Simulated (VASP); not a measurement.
# BaTiO3 (P1) in VASP: single point with PBE

Aim: the single point of BaTiO3 with PBE.

Everything below comes from runs of VASP 6.6.1. Logs are shortened: lines on timing, memory, paths and dates and some standing lists are left out, and cuts for length are marked.

## 1. The cell of the first run

The typed cell holds 10 atoms: a = 4.000 Å, b = 4.018 Å, c = 8.000 Å, α = 90.00°, β = 90.00°, γ = 90.00°.

## 2. Single point, PBE

The input, INCAR:

```
SYSTEM = BaTiO3
PREC     = Accurate       ! precision mode
ENCUT    = 520            ! plane-wave cutoff, eV
EDIFF    = 1E-6           ! SCF threshold, eV
ISMEAR   = -1             ! smearing method
SIGMA    = 0.05           ! smearing width, eV
LREAL    = .False.        ! projectors in reciprocal space
LASPH    = .True.         ! aspherical terms in the spheres
NELM     = 60             ! most SCF steps
ALGO     = Normal         ! electronic algorithm
ISIF     = 2              ! what is computed and relaxed
LWAVE    = .False.        ! write WAVECAR
LCHARG   = .True.         ! write CHGCAR
GGA      = PE             ! functional
LELF     = .True.         ! ELF
LVHAR    = .True.       
NBANDS   = 51             ! bands
```

The input, KPOINTS:

```
Automatic mesh
0
Gamma
  2 2 1
  0 0 0
```

The input, POSCAR:

```
BaTiO3
1.0
   -3.9998000000      0.0000000000      0.0000000000
    0.0000000000      0.0000000000     -4.0180000000
    0.0000000000     -7.9996000000      0.0000000000
Ba Ti O
2 2 6
Direct
    0.0014435500      0.0230418600      0.5075926300
    0.9985564500      0.9769581400      0.9924073700
    0.4803298900      0.5631888500      0.2357999500
    0.5196701100      0.4728111500      0.7642000500
    0.4938005300      0.9659728700      0.2581500200
    0.5061994700      0.0020271300      0.7418499800
    0.5076103700      0.4993320300      0.5074435600
    0.4923896300      0.4706679700      0.9925564400
    0.0152243000      0.4884056200      0.2711337500
    0.9847757000      0.4815943800      0.7288662500
```

Potentials or basis: VASP PAW PBE potentials, release 64 (Ba_sv, Ti_sv, O).

Launch:

```sh
> cat potpaw_PBE.64/Ba_sv/POTCAR potpaw_PBE.64/Ti_sv/POTCAR potpaw_PBE.64/O/POTCAR > POTCAR
> mpirun -np 1 vasp_std > vasp.out
```

OUTCAR:

```text
SYSTEM = BaTiO3
   PREC = Accurate
   ENCUT = 520
   EDIFF = 1E-6
   ISMEAR = -1
   LREAL = .False.
   LASPH = .True.
   NELM = 60
   ISIF = 2
   GGA = PE

 ion  position               nearest neighbor table
   1  0.001  0.023  0.508-  10 2.56   9 2.66   6 2.73   7 2.75   6 2.76   7 2.79  10 2.81   5 2.81
                             5 2.86   9 2.86   7 2.89   7 2.92   4 3.35   4 3.43   3 3.44   3 3.53
   2  0.999  0.977  0.992-   8 2.80   6 2.81   8 2.83   8 2.84   6 2.85   8 2.87  10 2.90   5 2.91
                            10 2.93   5 2.93   9 2.97   9 3.03   3 3.20   3 3.29   4 3.31   4 3.33
   3  0.480  0.563  0.236-   5 1.63   9 1.91   8 1.98   9 2.18   7 2.19   5 2.41   2 3.20   2 3.29
                             1 3.44   1 3.53   2 3.61   1 3.62   2 3.69   1 3.71
   4  0.520  0.473  0.764-   8 1.83  10 1.88   6 1.90   7 2.06   6 2.13  10 2.16   2 3.31   2 3.33
                             1 3.35   2 3.41   1 3.43   2 3.43   1 3.58   1 3.66
   5  0.494  0.966  0.258-   3 1.63   3 2.41   1 2.81   1 2.86   2 2.91   2 2.93
   6  0.506  0.002  0.742-   4 1.90   4 2.13   1 2.73   1 2.76   2 2.81   2 2.85
   7  0.508  0.499  0.507-   4 2.06   3 2.19   1 2.75   1 2.79   1 2.89   1 2.92
   8  0.492  0.471  0.993-   4 1.83   3 1.98   2 2.80   2 2.83   2 2.84   2 2.87
   9  0.015  0.488  0.271-   3 1.91   3 2.18   1 2.66   1 2.86   2 2.97   2 3.03
  10  0.985  0.482  0.729-   4 1.88   4 2.16   1 2.56   1 2.81   2 2.90   2 2.93

  LATTYP: Found a simple orthorhombic cell.
 ALAT       =     3.9998000000
 B/A-ratio  =     1.0045502275
 C/A-ratio  =     2.0000000000

  Lattice vectors:

 A1 = (  -3.9998000000,   0.0000000000,   0.0000000000)
 A2 = (   0.0000000000,   0.0000000000,  -4.0180000000)
 A3 = (   0.0000000000,  -7.9996000000,   0.0000000000)

Analysis of symmetry for initial positions (statically):
=====================================================================
 Subroutine PRICEL returns:
 Original cell was already a primitive cell.

 Routine SETGRP: Setting up the symmetry group for a
 simple orthorhombic supercell.

 Subroutine GETGRP returns: Found  1 space group operations
 (whereof  1 operations were pure point group operations)
 out of a pool of  8 trial point group operations.

The static configuration has the point symmetry C_1 .

Analysis of symmetry for dynamics (positions and initial velocities):
=====================================================================
 Subroutine PRICEL returns:
 Original cell was already a primitive cell.

 Routine SETGRP: Setting up the symmetry group for a
 simple orthorhombic supercell.

 Subroutine GETGRP returns: Found  1 space group operations
[... 109 lines left out ...]
   NELECT =      80.0000    total number of electrons
   NUPDOWN=      -1.0000    fix difference up-down
   EMIN   =  10.00;   EMAX   =-10.00  energy-range for DOS
   EFERMI =   0.00;   METHOD = LEGACY
   ISMEAR =    -1;   SIGMA  =   0.05  broadening in eV -4-tet -1-fermi 0-gaus
   EFERMI_NEDOS =   21; number of points for ismear=-14 and -15
   IALGO  =     38    algorithm
   IMIX   =      4    mixing-type and parameters
     AMIX     =   0.40;   BMIX     =  1.00
     AMIX_MAG =   1.60;   BMIX_MAG =  1.00
  volume/ion in A,a.u.               =      12.86        86.76
  Fermi-wavevector in a.u.,A,eV,Ry     =   1.397653  2.641181 26.578078  1.953434
  Thomas-Fermi vector in A             =   2.520888
   LORBIT       =      0    0 simple, 1 ext, 2 COOP (PROOUT), +10 PAW based schemes
   GGA     = PE    functional components
   LHFCALC =     F    Hartree Fock is set to
   AEXX    =    0.0000 exact exchange contribution
   IVDW    =     0    specifies the selected vdW correction
   LEPSILON=     F    determine dielectric tensor
   LRPA    =     F    only Hartree local field effects (RPA)
 non-spin polarized calculation
  energy-cutoff  :      520.00
  volume of cell :      128.56
 maximum number of plane-waves:      3493
 NGX is ok and might be reduce to    30
   NGX = 15   NGY = 15   NGZ = 29

 number of electron      79.9999983 magnetization

 Free energy of the ion-electron system (eV)
  ---------------------------------------------------
  ext. energy  EPLUGINS =         0.00000000
  ---------------------------------------------------
  free energy    TOTEN  =       -77.44593889 eV

  energy without entropy =      -77.44591395  energy(sigma->0) =      -77.44592642

 E-fermi :   5.4217     XC(G=0): -11.2100

 val. band max:        4.9188304661   @ k =   0.5000   0.5000   0.0000
 cond. band min:       5.9235066169   @ k =   0.0000   0.0000   0.0000
 fundamental gap:      1.0046761508
 Fermi energy:         5.4216820204

 k-point     1 :       0.0000    0.0000    0.0000
  band No.  band energies     occupation
      1     -52.5444      2.00000
      2     -52.3820      2.00000
      3     -29.0447      2.00000
      4     -28.8692      2.00000
      5     -28.8049      2.00000
      6     -28.7893      2.00000
[... 205 lines left out ...]
     50      10.2363      0.00000
     51      11.3541      0.00000

------------------------ aborting loop because EDIFF is reached ----------------------------------------

  FORCE on cell =-STRESS in cart. coord.  units (eV):
  Direction    XX          YY          ZZ          XY          YZ          ZX
  --------------------------------------------------------------------------------------
  -------------------------------------------------------------------------------------
  Total        6.1416058      9.7225458     16.2549540      0.4320030      1.1738291     -0.1066469
  in kB       76.5378110    121.1641384    202.5722010      5.3837004     14.6284729     -1.3290537
  external PRESSURE =     133.4247168 kB  Pullay stress =       0.0000000 kB

 VOLUME and BASIS-vectors are now :
 -----------------------------------------------------------------------------
  energy-cutoff  :      520.00
  volume of cell :      128.56
      direct lattice vectors                 reciprocal lattice vectors
    -3.999800000  0.000000000  0.000000000    -0.250012501  0.000000000  0.000000000
     0.000000000  0.000000000 -4.018000000     0.000000000  0.000000000 -0.248880040
     0.000000000 -7.999600000  0.000000000     0.000000000 -0.125006250  0.000000000

 POSITION                                       TOTAL-FORCE (eV/Angst)
 -----------------------------------------------------------------------------------
     -0.00577     -4.06054     -0.09258        -0.027164      0.533220      0.612971
     -3.99403     -7.93886     -3.92542        -0.051260      0.095509     -0.685436
     -1.92122     -1.88631     -2.26289         0.101829     -3.202953      4.796340
     -2.07858     -6.11329     -1.89976        -0.671012      4.750814     -0.236618
     -1.97510     -2.06510     -3.88128        -0.448932      0.752464     -4.070400
     -2.02470     -5.93450     -0.00815         0.693637     -1.466722      0.278821
     -2.03034     -4.05935     -2.00632         0.234445      0.662864      0.279003
     -1.96946     -7.94005     -1.89114        -0.056990     -2.022590     -0.051192
     -0.06089     -2.16896     -1.96241         0.311291      2.014107     -0.126145
     -3.93891     -5.83064     -1.93505        -0.085846     -2.116714     -0.797343
 -----------------------------------------------------------------------------------
    total drift:                               -0.000177      0.000035      0.001074

  FREE ENERGIE OF THE ION-ELECTRON SYSTEM (eV)
  ---------------------------------------------------
  free  energy   TOTEN  =       -77.4459388932 eV

  energy  without entropy=      -77.4459139469  energy(sigma->0) =      -77.44592642
```

OSZICAR:

```text
N       E                     dE             d eps       ncg     rms          rms(c)
DAV:   1     0.101397797236E+04    0.10140E+04   -0.39930E+04   408   0.170E+03
DAV:   2     0.631353963088E+02   -0.95084E+03   -0.88720E+03   446   0.488E+02
DAV:   3    -0.887237983003E+02   -0.15186E+03   -0.14533E+03   550   0.186E+02
DAV:   4    -0.985968346455E+02   -0.98730E+01   -0.98455E+01   608   0.455E+01
DAV:   5    -0.990652023588E+02   -0.46837E+00   -0.46803E+00   568   0.866E+00    0.364E+01
DAV:   6    -0.775345665608E+02    0.21531E+02   -0.11199E+02   615   0.782E+01    0.147E+01
DAV:   7    -0.779730127217E+02   -0.43845E+00   -0.23856E+01   576   0.307E+01    0.112E+01
DAV:   8    -0.774075759373E+02    0.56544E+00   -0.22915E+00   600   0.126E+01    0.400E+00
DAV:   9    -0.774561673282E+02   -0.48591E-01   -0.64004E-01   592   0.386E+00    0.155E+00
DAV:  10    -0.774496675400E+02    0.64998E-02   -0.73904E-02   573   0.185E+00    0.813E-01
DAV:  11    -0.774466347505E+02    0.30328E-02   -0.32231E-02   576   0.155E+00    0.184E-01
DAV:  12    -0.774459496493E+02    0.68510E-03   -0.34094E-03   560   0.453E-01    0.715E-02
DAV:  13    -0.774459256512E+02    0.23998E-04   -0.76114E-04   568   0.171E-01    0.392E-02
DAV:  14    -0.774459285164E+02   -0.28652E-05   -0.96720E-05   600   0.672E-02    0.233E-02
DAV:  15    -0.774459366903E+02   -0.81739E-05   -0.38973E-05   552   0.416E-02    0.110E-02
DAV:  16    -0.774459380693E+02   -0.13790E-05   -0.84421E-06   608   0.196E-02    0.585E-03
DAV:  17    -0.774459388932E+02   -0.82397E-06   -0.31735E-06   400   0.101E-02
   1 F= -.77445939E+02 E0= -.77445926E+02  d E =-.249464E-04
```

Wall time 39 s (1 thread of Intel Xeon Platinum 8488C (Sapphire Rapids), shared host); peak memory 0.22 GiB.

Results:

| Item | Value |
| --- | --- |
| Free energy | -77.4459 eV |
| Pressure | 13.3 GPa |
| Largest force | 5.768 eV/Å |
| Band gap on the k mesh | 1.00 eV, indirect (least direct gap 1.24 eV) |

Forces in eV/Å, atoms in the order of the input:
```
Ba  -0.027  0.533  0.613
Ba  -0.051  0.096 -0.685
Ti   0.102 -3.203  4.796
Ti  -0.671  4.751 -0.237
O   -0.449  0.752 -4.070
O    0.694 -1.467  0.279
O    0.234  0.663  0.279
O   -0.057 -2.023 -0.051
O    0.311  2.014 -0.126
O   -0.086 -2.117 -0.797
```

Caveat: the k points lie up to 0.79 Å⁻¹ apart; spin-orbit coupling is left out, which moves the levels of the heavy elements; forces of over 1 eV/Å act on the atoms, so gaps and moduli don't describe the material at rest.
